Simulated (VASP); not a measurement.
Input of a VASP 6.6.1 run:

File INCAR:

```
SYSTEM = ScInTeSe
PREC = Accurate ; ENCUT = 500
EDIFF = 1E-6 ; ISMEAR = 0
SIGMA = 0.15 ; LREAL = .False.
LASPH = .True. ; NELM = 120
ALGO = Normal ; ISIF = 2
LWAVE = .False. ; LCHARG = .True.
GGA = PE ; LELF = .True.
LVHAR = .True. ; NBANDS = 26
GGA_COMPAT = .False.
```

File KPOINTS:

```
Automatic mesh
0
Gamma
  3 3 3
  0 0 0
```

POSCAR

```
ScInTeSe
1.0
    4.1327326403      0.0000000000      0.0000000000
    0.0000000000      4.1327326403      0.0000000000
    0.0000000000      0.0000000000      6.4765003834
Sc In Te Se
1 1 1 1
Direct
    0.0000000000      0.0000000000      0.0000000000
    0.0000000000      0.0000000000      0.5000000000
    0.5000000000      0.5000000000      0.0000000000
    0.5000000000      0.5000000000      0.5000000000
```

Potentials or basis: VASP PAW PBE potentials, release 64 (Sc_sv, In_d, Te, Se).

Run with:

```console
$ cat potpaw_PBE.64/Sc_sv/POTCAR potpaw_PBE.64/In_d/POTCAR potpaw_PBE.64/Te/POTCAR potpaw_PBE.64/Se/POTCAR > POTCAR
$ mpirun -np 1 vasp_std > vasp.out
```

(1) Predict the pressure.

(2) Estimate the band gap on the k mesh.

## Answers

(1) 0.3 GPa.

(2) zero (band 18 reaches 5.69 eV, above the bottom of band 19 at 4.81 eV).

Caveat: the k points lie up to 0.51 Å⁻¹ apart; spin-orbit coupling is left out, which moves the levels of the heavy elements.
